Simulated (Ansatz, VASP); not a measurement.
## One calculation of La, two programs

```
La
1.0
     3.01095    0.00000    0.00000
    -1.50548    2.60756    0.00000
     0.00000    0.00000    2.82357
La
1
Direct
  0.00000 0.00000 0.00000
```

Change from the starting cell: volume scaled by 0.6, PAW files.

Alike in both runs: task single point; functional PBE; k mesh 12 × 12 × 11; occupations fermi-dirac, width 0.08 eV; no spin polarisation.

|  | VASP | Ansatz |
| --- | --- | --- |
| version | VASP 6.6.1 | Ansatz 0.2.0 |
| potentials or method | VASP PAW PBE potentials, release 64 (La) | PAW with Ansatz's default frozen-core files, scalar-relativistic |
| plane-wave cutoff (eV) | 520 | 420 |
| valence electrons in the cell | 11 | 11 |

```tsv
	VASP	Ansatz	Ansatz less VASP
pressure (GPa)	30.1	30.1	-0.01
traceless stress, the component that is largest in VASP (GPa)	-0.29	-0.31	-0.015
```

Both programs put the cell under a high pressure, so it lies far from rest at this level.

Spin-orbit coupling is off throughout.
